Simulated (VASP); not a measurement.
Wanted: the native input for a VASP 6.6.1 run.

```
Task                   : relaxation of cell and atoms
Functional             : PBE
Potentials or basis    : VASP PAW PBE potentials, release 64 (Na_pv, Hg)
Cutoff                 : 600 eV
k mesh                 : 8 × 8 × 8
Occupations            : gaussian, width 0.1 eV
Spin                   : no spin polarisation
Dipole correction      : no
Further INCAR settings : ALGO = Normal; EDIFF = 1e-07; IBRION = 2; EDIFFG = -0.01; NSW = 100; ISIF = 3
```

The structure of Na4Hg lies in POSCAR:

```
Na4Hg
1.0
    5.8050072377      0.0000000000      0.0000000000
    0.0000000000      5.8050072377      0.0000000000
    0.0000000000      0.0000000000      5.8050072377
Na Hg
4 1
Direct
    0.0000000000      0.0000000000      0.0000000000
    0.0000000000      0.5000000000      0.5000000000
    0.5000000000      0.0000000000      0.5000000000
    0.5000000000      0.5000000000      0.0000000000
    0.5000000000      0.5000000000      0.5000000000
```

These files were run (other wordings do the same):

INCAR

```
PREC = Accurate ; ENCUT = 600
EDIFF = 1E-7 ; ISMEAR = 0
SIGMA = 0.1 ; LREAL = False
LASPH = True ; NELM = 100
ALGO = Normal ; ISIF = 3
LWAVE = False ; LCHARG = False
GGA = PE ; IBRION = 2
NSW = 100 ; EDIFFG = -0.01
```

KPOINTS

```
regular mesh
0
Gamma
  8 8 8
```

Potentials or basis: VASP PAW PBE potentials, release 64 (Na_pv, Hg).

Command:

```console
$ cat potpaw_PBE.64/Na_pv/POTCAR potpaw_PBE.64/Hg/POTCAR > POTCAR
$ mpirun -np 1 vasp_std > vasp.out
```

Results of the run:

- Relaxed volume: 40.67 Å³/atom
- Relaxed cell: a = 5.881 Å, b = 5.881 Å, c = 5.881 Å, α = 90.00°, β = 90.00°, γ = 90.00°
- Space group after relaxing (to 0.05 Å): Pm-3m (No. 221)
- Energy gained by relaxing: 1.6 meV/atom
- Ionic steps: 3
- Pressure after relaxing: 0.0 GPa
- Band gap on the k mesh: zero (band 20 reaches 0.82 eV, above the bottom of band 21 at -0.28 eV)

Caveat: spin-orbit coupling is left out, which moves the levels of the heavy elements.

Run time: 5.9 min on 1 thread of Intel(R) Xeon(R) Platinum 8375C CPU @ 2.90GHz (Ice Lake), with other jobs on the host, peak memory 0.46 GiB.
